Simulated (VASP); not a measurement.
MgO:

```
Mg O
1.0
     2.98199    0.00000    0.00000
    -1.49100    2.58248    0.00000
     0.00000    0.00000   10.07771
Mg O
4 4
Direct
  0.66667 0.33333 0.87805
  0.33333 0.66667 0.12195
  0.33333 0.66667 0.37805
  0.66667 0.33333 0.62195
  0.00000 0.00000 0.00000
  0.00000 0.00000 0.50000
  0.66667 0.33333 0.25000
  0.33333 0.66667 0.75000
```

Base run:

| Property | Result |
| --- | --- |
| Program | VASP 6.6.1 |
| Functional | r2SCAN |
| Potentials or basis | VASP PAW PBE potentials, release 64 (Mg, O) |
| Cutoff | 520 eV |
| k mesh | 12 × 12 × 4 |
| Occupations | gaussian, width 0.02 eV |
| Spin | no spin polarisation |

Its results: band gap on the k mesh 5.00 eV; pressure -6.5 GPa; largest force 0.011 eV/Å.

Question: The run is repeated on the same cell with these changes: functional from r2SCAN to PBE. What comes out?

Answer: Band gap on the k mesh 4.15 eV; pressure -0.7 GPa; largest force 0.004 eV/Å.

Caveats: the cell stands under tension (at least some runs); the PAW data sets were made with another functional, which shifts forces and pressure a little (at least some runs).

A k mesh can miss the band edges.
